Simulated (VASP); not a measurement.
Runs of VASP 6.6.1 on Co4F. The structure is that of space group Pm-3m (No. 221), or close to it. The cells are those of the table. The cell was generated, and may not be a known phase.

```tsv
task	cell	k mesh	cutoff (eV)	gap on the mesh (eV)	pressure (GPa)	moment (μB)
single point	a = 3.936 Å, 5 atoms	4 × 4 × 4	520	none	0.5	7.91
relaxation of cell and atoms	relaxed from a = 3.888 Å, 5 atoms	4 × 4 × 4	600	none	0.1	7.91
single point	a = 3.888 Å, 5 atoms	4 × 4 × 4	520	none	5.6	7.91
single point	a = 3.935 Å, 5 atoms	10 × 10 × 10	520	none	0.0	(a)
```

Alike in all rows: level PBE; potentials or basis VASP PAW PBE potentials, release 64 (Co, F); spin collinear, ferromagnetic start; smearing gaussian 0.1 eV.

Task: Fill in the values left out.

Result: (a) 7.61.

Caveats: some runs use coarse meshes.

A gap of «none» marks levels without a gap at the run's occupations.
